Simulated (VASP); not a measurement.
# GaGe (F-43m) in VASP: further runs, part 2 of 3

VASP 6.6.1. Earlier steps stand in the parts before.

## Step 3: Relaxation of cell and atoms, PBE

This run uses another cell than the first one, of 24.33 Å³/atom, 0.995 times its volume.

INCAR reads:

```
SYSTEM = GaGe
PREC     = Accurate       ! precision mode
ENCUT    = 600            ! plane-wave cutoff, eV
EDIFF    = 1E-6           ! SCF threshold, eV
ISMEAR   = -1             ! smearing method
SIGMA    = 0.05           ! smearing width, eV
LREAL    = .FALSE.        ! projectors in reciprocal space
LASPH    = .TRUE.         ! aspherical terms in the spheres
NELM     = 100            ! most SCF steps
ALGO     = Normal         ! electronic algorithm
ISIF     = 3              ! what is computed and relaxed
LWAVE    = .FALSE.        ! write WAVECAR
LCHARG   = .FALSE.        ! write CHGCAR
GGA      = PE             ! functional
IBRION   = 2              ! ionic algorithm
NSW      = 60             ! ionic steps
EDIFFG   = -0.01          ! ionic threshold
```

KPOINTS reads:

```
Automatic mesh
0
G
  8 8 8
  0 0 0
```

POSCAR reads:

```
GaGe
1.0
    0.0000000000      2.8978440000      2.8978440000
    2.8978440000      0.0000000000      2.8978440000
    2.8978440000      2.8978440000      0.0000000000
Ge Ga
1 1
Direct
    0.0000000000      0.0000000000      0.0000000000
    0.2500000000      0.2500000000      0.2500000000
```

Potentials or basis: VASP PAW PBE potentials, release 64 (Ge_d, Ga_d).

On the command line:

```sh
$ cat potpaw_PBE.64/Ge_d/POTCAR potpaw_PBE.64/Ga_d/POTCAR > POTCAR
$ mpirun -np 1 vasp_std > vasp.out
```

OUTCAR:

```text
SYSTEM = GaGe
   PREC = Accurate
   ENCUT = 600
   EDIFF = 1E-6
   ISMEAR = -1
   LREAL = .FALSE.
   LASPH = .TRUE.
   NELM = 100
   ISIF = 3
   GGA = PE
   IBRION = 2
   NSW = 60
   EDIFFG = -0.01

 ion  position               nearest neighbor table
   1  0.000  0.000  0.000-   2 2.51   2 2.51   2 2.51   2 2.51
   2  0.250  0.250  0.250-   1 2.51   1 2.51   1 2.51   1 2.51

  LATTYP: Found a face centered cubic cell.
 ALAT       =     5.7956880000

  Lattice vectors:

 A1 = (   0.0000000000,   2.8978440000,   2.8978440000)
 A2 = (   2.8978440000,   0.0000000000,   2.8978440000)
 A3 = (   2.8978440000,   2.8978440000,   0.0000000000)

Analysis of symmetry for initial positions (statically):
=====================================================================
 Subroutine PRICEL returns:
 Original cell was already a primitive cell.

 Routine SETGRP: Setting up the symmetry group for a
 face centered cubic supercell.

 Subroutine GETGRP returns: Found 24 space group operations
 (whereof 24 operations were pure point group operations)
 out of a pool of 48 trial point group operations.

The static configuration has the point symmetry T_d .

Analysis of symmetry for dynamics (positions and initial velocities):
=====================================================================
 Subroutine PRICEL returns:
 Original cell was already a primitive cell.

 Routine SETGRP: Setting up the symmetry group for a
 face centered cubic supercell.

 Subroutine GETGRP returns: Found 24 space group operations
 (whereof 24 operations were pure point group operations)
 out of a pool of 48 trial point group operations.

The dynamic configuration has the point symmetry T_d .

 Subroutine INISYM returns: Found 24 space group operations
 (whereof 24 operations are pure point group operations),
 and found     1 'primitive' translations

----------------------------------------------------------------------------------------

                                     Primitive cell

  volume of cell :      48.6693

  direct lattice vectors                    reciprocal lattice vectors
     0.000000000  2.897844000  2.897844000    -0.172542069  0.172542069  0.172542069
     2.897844000  0.000000000  2.897844000     0.172542069 -0.172542069  0.172542069
     2.897844000  2.897844000  0.000000000     0.172542069  0.172542069 -0.172542069

  length of vectors
     4.098170286  4.098170286  4.098170286     0.298851630  0.298851630  0.298851630

  position of ions in fractional coordinates (direct lattice)
     0.000000000  0.000000000  0.000000000
     0.250000000  0.250000000  0.250000000

  ion indices of the primitive-cell ions
   primitive index   ion index
                 1           1
                 2           2

----------------------------------------------------------------------------------------

 KPOINTS: Automatic mesh

Automatic generation of k-mesh.
 Grid dimensions read from file:
 generate k-points for:    8    8    8

 Generating k-lattice:

  Cartesian coordinates                     Fractional coordinates (reciprocal lattice)
    -0.021567759  0.021567759  0.021567759     0.125000000  0.000000000  0.000000000
     0.021567759 -0.021567759  0.021567759     0.000000000  0.125000000  0.000000000
     0.021567759  0.021567759 -0.021567759     0.000000000  0.000000000  0.125000000

  Length of vectors
     0.037356454  0.037356454  0.037356454
[... 39 lines left out ...]
   dimension x,y,z NGX =    36 NGY =   36 NGZ =   36
   dimension x,y,z NGXF=    72 NGYF=   72 NGZF=   72
   ions per type =               1   1
   NGX,Y,Z   is equivalent  to a cutoff of  14.60, 14.60, 14.60 a.u.
   NGXF,Y,Z  is equivalent  to a cutoff of  29.21, 29.21, 29.21 a.u.
 SYSTEM =  GaGe
   PREC   = accura    normal or accurate (medium, high low for compatibility)
   ISTART =      0    job   : 0-new  1-cont  2-samecut
   ICHARG =      2    charge: 1-file 2-atom 10-const
   ISPIN  =      1    spin polarized calculation?
   LNONCOLLINEAR =      F non collinear calculations
   LSORBIT =      F    spin-orbit coupling
   LASPH  =      T    aspherical Exc in radial PAW
   ENCUT  =  600.0 eV  44.10 Ry    6.64 a.u.   8.19  8.19  8.19*2*pi/ulx,y,z
   NELM   =    100;   NELMIN=  2; NELMDL= -5     # of ELM steps
   EDIFF  = 0.1E-05   stopping-criterion for ELM
   LREAL  =      F    real-space projection
   EDIFFG = -.1E-01   stopping-criterion for IOM
   NSW    =     60    number of steps for IOM
   IBRION =      2    ionic relax: 0-MD 1-quasi-New 2-CG
   NFREE  =      1    steps in history (QN), initial steepest desc. (CG)
   ISIF   =      3    stress and relaxation
   ISYM   =      2    0-nonsym 1-usesym 2-fastsym
   POTIM  = 0.5000    time-step for ionic-motion
   TEBEG  =    0.0;   TEEND  =   0.0 temperature during run
   PSTRESS=    0.0 pullay stress
   NELECT =      27.0000    total number of electrons
   NUPDOWN=      -1.0000    fix difference up-down
   EMIN   =  10.00;   EMAX   =-10.00  energy-range for DOS
   EFERMI =   0.00;   METHOD = LEGACY
   ISMEAR =    -1;   SIGMA  =   0.05  broadening in eV -4-tet -1-fermi 0-gaus
   EFERMI_NEDOS =   21; number of points for ismear=-14 and -15
   IALGO  =     38    algorithm
   IMIX   =      4    mixing-type and parameters
     AMIX     =   0.40;   BMIX     =  1.00
     AMIX_MAG =   1.60;   BMIX_MAG =  1.00
  volume/ion in A,a.u.               =      24.33       164.22
  Fermi-wavevector in a.u.,A,eV,Ry     =   1.345172  2.542006 24.619567  1.809487
  Thomas-Fermi vector in A             =   2.473106
   LORBIT       =      0    0 simple, 1 ext, 2 COOP (PROOUT), +10 PAW based schemes
   GGA     = PE    functional components
   LHFCALC =     F    Hartree Fock is set to
   AEXX    =    0.0000 exact exchange contribution
   IVDW    =     0    specifies the selected vdW correction
   LEPSILON=     F    determine dielectric tensor
   LRPA    =     F    only Hartree local field effects (RPA)
 conjugate gradient relaxation of ions
 non-spin polarized calculation
  energy-cutoff  :      600.00
  volume of cell :       48.67
 maximum number of plane-waves:      1639
 NGX is ok and might be reduce to    36
   NGX = 17   NGY = 17   NGZ = 17

--------------------------------------- Ionic step        1  -------------------------------------------

 number of electron      27.0000007 magnetization

 Free energy of the ion-electron system (eV)
  ---------------------------------------------------
  ext. energy  EPLUGINS =         0.00000000
  ---------------------------------------------------
  free energy    TOTEN  =        -7.09920256 eV

  energy without entropy =       -7.09067052  energy(sigma->0) =       -7.09493654

------------------------ aborting loop because EDIFF is reached ----------------------------------------

  FORCE on cell =-STRESS in cart. coord.  units (eV):
  Direction    XX          YY          ZZ          XY          YZ          ZX
  --------------------------------------------------------------------------------------
  -------------------------------------------------------------------------------------
  Total        0.0775954      0.0775954      0.0775954      0.0000000      0.0000000      0.0000000
  in kB        2.5544147      2.5544147      2.5544147      0.0000000      0.0000000      0.0000000
  external PRESSURE =       2.5544147 kB  Pullay stress =       0.0000000 kB
[... 131 lines left out ...]
--------------------------------------- Ionic step        5  -------------------------------------------

 number of electron      27.0000008 magnetization

 Free energy of the ion-electron system (eV)
  ---------------------------------------------------
  ext. energy  EPLUGINS =         0.00000000
  ---------------------------------------------------
  free energy    TOTEN  =        -7.09940475 eV

  energy without entropy =       -7.09082805  energy(sigma->0) =       -7.09511640

 E-fermi :   3.0139     XC(G=0):  -9.5196

 val. band max:        2.7766589854   @ k =   0.2500   0.2500   0.0000
 cond. band min:       3.0525604399   @ k =   0.5000   0.1250   0.0000
 fundamental gap:      0.2759014545
 Fermi energy:         3.0138581682

 k-point     1 :       0.0000    0.0000    0.0000
  band No.  band energies     occupation
      1     -20.9381      2.00000
      2     -20.9381      2.00000
      3     -20.9381      2.00000
      4     -20.9192      2.00000
      5     -20.9192      2.00000
      6     -11.3332      2.00000
[... 457 lines left out ...]
      4     -20.9190      2.00000
      5     -20.9177      2.00000
      6     -11.3639      2.00000
[... 9 lines left out ...]
     16       7.9236      0.00000
     17      10.2739      0.00000

 [... further k-points ...]

------------------------ aborting loop because EDIFF is reached ----------------------------------------

  FORCE on cell =-STRESS in cart. coord.  units (eV):
  Direction    XX          YY          ZZ          XY          YZ          ZX
  --------------------------------------------------------------------------------------
  -------------------------------------------------------------------------------------
  Total       -0.0199407     -0.0199407     -0.0199407     -0.0000000     -0.0000000      0.0000000
  in kB       -0.6515043     -0.6515043     -0.6515043     -0.0000000     -0.0000000      0.0000000
  external PRESSURE =      -0.6515043 kB  Pullay stress =       0.0000000 kB
[... 17 lines left out ...]
  FREE ENERGIE OF THE ION-ELECTRON SYSTEM (eV)
  ---------------------------------------------------
  free  energy   TOTEN  =        -7.0994047472 eV

  energy  without entropy=       -7.0908280535  energy(sigma->0) =       -7.09511640

 reached required accuracy - stopping structural energy minimisation
```

It took 42 s on 1 thread of Intel Xeon 6975P-C (Granite Rapids), shared host; peak memory 0.23 GiB.

Results:

```
Free energy                            : -7.0994 eV
Relaxed volume                         : 24.52 Å³/atom
Relaxed cell                           : a = 4.108 Å, b = 4.108 Å, c = 4.108 Å, α = 60.00°, β = 60.00°, γ = 60.00°
Space group after relaxing (to 0.05 Å) : F-43m (No. 216)
Energy gained by relaxing              : 0.1 meV/atom
Ionic steps                            : 5
Pressure after relaxing                : -0.1 GPa
```

The path:
| step | energy change (eV) | largest force (eV/Å) | pressure (GPa) | volume (Å³) |
| --- | --- | --- | --- | --- |
| 1 | 0.0000 | 0.0000 | 0.26 | 48.67 |
| 2 | -0.0002 | 0.0000 | 0.21 | 48.94 |
| 3 | 0.0018 | 0.0000 | -0.79 | 49.77 |
| 4 | -0.0001 | 0.0000 | -0.17 | 49.12 |
| 5 | -0.0002 | 0.0000 | -0.07 | 49.04 |

Final structure:
```xyz
2
Lattice="0.0000 2.9051 2.9051 2.9051 0.0000 2.9051 2.9051 2.9051 0.0000" Properties=species:S:1:pos:R:3 pbc="T T T"
Ge    0.0000    0.0000    0.0000
Ga    1.4526    1.4526    1.4526
```

## Step 4: Relaxation of cell and atoms, PBE, target pressure 2 GPa, at which the enthalpy is minimised

This run uses another cell than the first one, of 24.33 Å³/atom, 0.995 times its volume.

INCAR reads:

```
SYSTEM = GaGe
ALGO = Normal ; EDIFF = 1E-6
EDIFFG = -0.01 ; ENCUT = 600
GGA = PE ; IBRION = 2
ISIF = 3 ; ISMEAR = -1
LASPH = .TRUE. ; LCHARG = .FALSE.
LREAL = .FALSE. ; LWAVE = .FALSE.
NELM = 80 ; NSW = 60
PREC = Accurate ; PSTRESS = 20.0
SIGMA = 0.05
```

KPOINTS reads:

```
k-points
0
G
  8 8 8
  0 0 0
```

POSCAR is that of step 3.

On the command line:

```sh
$ cat potpaw_PBE.64/Ge_d/POTCAR potpaw_PBE.64/Ga_d/POTCAR > POTCAR
$ mpirun -np 1 vasp_std > vasp.out
```

Run time: 51 s. Hardware: 1 thread of Intel Xeon 6975P-C (Granite Rapids), shared host; peak memory 0.23 GiB.

It converged, with:

| Quantity | Value |
| --- | --- |
| Free energy | -7.0890 eV |
| Relaxed volume | 23.58 Å³/atom |
| Relaxed cell | a = 4.056 Å, b = 4.056 Å, c = 4.056 Å, α = 60.00°, β = 60.00°, γ = 60.00° |
| Space group after relaxing (to 0.05 Å) | F-43m (No. 216) |
| Energy change on relaxing (the enthalpy is what falls) | +5.1 meV/atom |
| Ionic steps | 7 |
| Pressure after relaxing | 2.0 GPa |

Step by step:
| step | energy change (eV) | largest force (eV/Å) | pressure (GPa) | volume (Å³) |
| --- | --- | --- | --- | --- |
| 1 | 0.0000 | 0.0000 | 0.26 | 48.67 |
| 2 | 0.0147 | 0.0000 | 2.39 | 46.83 |
| 3 | 0.0106 | 0.0000 | 2.25 | 47.13 |
| 4 | 0.0085 | 0.0000 | 1.92 | 47.32 |
| 5 | 0.0089 | 0.0000 | 1.84 | 47.27 |
| 6 | 0.0098 | 0.0000 | 1.93 | 47.20 |
| 7 | 0.0102 | 0.0000 | 1.95 | 47.17 |

Final structure:
```xyz
2
Lattice="0.0000 2.8677 2.8677 2.8677 0.0000 2.8677 2.8677 2.8677 0.0000" Properties=species:S:1:pos:R:3 pbc="T T T"
Ge    0.0000    0.0000    0.0000
Ga    1.4339    1.4339    1.4339
```

Levels at points of the mesh, in eV from the Fermi level:
```tsv
k point	band 12	band 13	band 14	band 15	band 16	band 17
(0.00, 0.00, 0.00)	1.75	1.75	1.75	2.37	4.44	4.44
(0.50, 0.00, 0.00)	-5.47	0.40	0.40	2.21	5.42	5.42
(0.50, 0.50, 0.00)	-5.88	-1.30	-1.30	2.34	2.46	11.33
```

Caveat: the cell is relaxed towards a set pressure, so the enthalpy falls and the energy may rise.

[end of part 2 of 3]
